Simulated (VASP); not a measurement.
## YPdF2: relaxation of cell and atoms with PBE

YPdF2:

```xyz
4
Lattice="3.3006 0.0000 0.0000 -1.6503 2.8584 0.0000 0.0000 0.0000 5.3618" Properties=species:S:1:pos:R:3 pbc="T T T"
Y     0.0000    0.0000    2.6809
Pd    0.0000    0.0000    0.0000
F     0.0000    1.9056    4.4049
F     1.6503    0.9528    0.9569
```

```yaml
Program: VASP 6.6.1
Task: relaxation of cell and atoms
Functional: PBE
Potentials_or_basis: VASP PAW PBE potentials, release 64 (Y_sv, Pd, F)
Cutoff: 600 eV
k_mesh: 6 × 6 × 4
Occupations: gaussian, width 0.1 eV
Spin: no spin polarisation
Dipole_correction: no
Further_INCAR_settings: ALGO = Normal; EDIFF = 1e-07; IBRION = 2; EDIFFG = -0.04; NSW = 90; ISIF = 3
```

```json
{"Relaxed volume": "18.19 Å³/atom", "Relaxed cell": "a = 3.836 Å, b = 3.836 Å, c = 5.708 Å, α = 90.00°, β = 90.00°, γ = 120.00°", "Space group after relaxing (to 0.1 Å)": "P-3m1 (No. 164)", "Energy gained by relaxing": "1566.6 meV/atom", "Ionic steps": "38", "Pressure after relaxing": "0.0 GPa", "Largest force after relaxing": "0.010 eV/Å", "Band gap on the k mesh": "zero (an odd number of electrons rules out a gap without spin polarisation)"}
```

Forces on the atoms (eV/Å):
```
Y    0.000  0.000  0.000
Pd   0.000  0.000  0.000
F    0.000  0.000 -0.010
F    0.000  0.000  0.010
```

Stress tensor (GPa, compression positive):
```
-0.10  0.00  0.00
 0.00 -0.10  0.00
 0.00  0.00  0.12
```

The path:
```
step  energy change (eV)  largest force (eV/Å)  pressure (GPa)  volume (Å³)
   1              0.0000                3.1136           41.32        50.59
   2             -2.0423                1.4283           -9.65        78.33
   3             -2.2306                1.6326           -2.90        69.32
   4             -2.2323                1.6130           -3.50        69.93
   5             -2.6821                1.6173           -2.24        68.49
   6             -3.2867                2.1441           10.53        63.26
   7             -3.3227                2.2678            5.06        64.95
   8             -3.3466                2.2356            7.69        64.07
   9             -3.5411                2.1777            7.17        64.65
  10             -3.9459                1.7509            5.82        66.36
  11             -3.9273                0.7473            3.94        69.71
  12             -4.0665                1.3132            4.72        67.99
  13             -4.5262                1.1067            1.72        69.53
  14             -5.4286                0.4888           -4.03        74.17
  15             -5.7489                0.0649           -8.19        83.54
  16             -5.7720                0.0806           -7.73        82.14
  17             -6.0147                0.2005           -2.77        77.73
  18             -6.0469                0.2658           -0.07        75.77
  19             -6.0471                0.2724            0.20        75.58
  20             -6.0514                0.2810            0.09        75.72
  21             -6.0633                0.3042           -0.22        76.15
  22             -6.0820                0.3412           -0.87        76.99
  23             -6.0999                0.3587           -2.21        78.64
  24             -6.1028                0.3600           -2.19        78.61
  25             -6.1114                0.3623           -2.13        78.50
  26             -6.1279                0.3586           -2.03        78.28
  27             -6.1558                0.3187           -1.92        77.83
  28             -6.1756                0.0973           -2.00        76.92
  29             -6.2088                0.0721           -1.31        75.64
  30             -6.2510                0.0036            0.53        72.72
  31             -6.2531                0.0192            1.13        71.88
  32             -6.2619                0.1014           -0.03        72.53
  33             -6.2622                0.1170           -0.26        72.65
  34             -6.2635                0.0983           -0.07        72.49
  35             -6.2644                0.0648            0.28        72.19
  36             -6.2653                0.0554            0.09        72.41
  37             -6.2658                0.0405           -0.22        72.78
  38             -6.2664                0.0103           -0.03        72.74
```

Final structure:
```xyz
4
Lattice="3.8359 0.0000 0.0000 -1.9180 3.3220 0.0000 0.0000 0.0000 5.7083" Properties=species:S:1:pos:R:3 pbc="T T T"
Y     0.0000    0.0000    2.8541
Pd    0.0000    0.0000    0.0000
F     0.0000    2.2147    3.3961
F     1.9180    1.1073    2.3121
```

Levels at points of the mesh, in eV from the Fermi level:
| k point | band 14 | band 15 | band 16 | band 17 | band 18 | band 19 | band 20 | band 21 |
| --- | --- | --- | --- | --- | --- | --- | --- | --- |
| (0.00, 0.00, 0.00) | -2.16 | -1.73 | -1.73 | -1.30 | -1.30 | 3.05 | 3.05 | 3.54 |
| (0.50, 0.00, 0.00) | -2.01 | -1.74 | -1.66 | -0.82 | 0.80 | 2.02 | 2.85 | 3.20 |
| (0.00, 0.00, 0.50) | -1.53 | -1.53 | -1.31 | -1.31 | -1.24 | 0.24 | 2.42 | 2.42 |
| (0.50, 0.00, 0.50) | -1.90 | -1.60 | -1.56 | -0.83 | 0.75 | 1.55 | 1.75 | 2.54 |

Run time: 14 min on 1 thread of Intel(R) Xeon(R) 6975P-C (Granite Rapids) (shared host), peak memory 0.25 GiB.

Caveat: the k points lie up to 0.32 Å⁻¹ apart in the final cell, too coarse for converged energies and pressures of a metal; the volume moved by over 15 % at a fixed basis, so the end points are rough; an odd number of electrons without spin polarisation forces a metal; a magnetic or distorted state may lie lower.
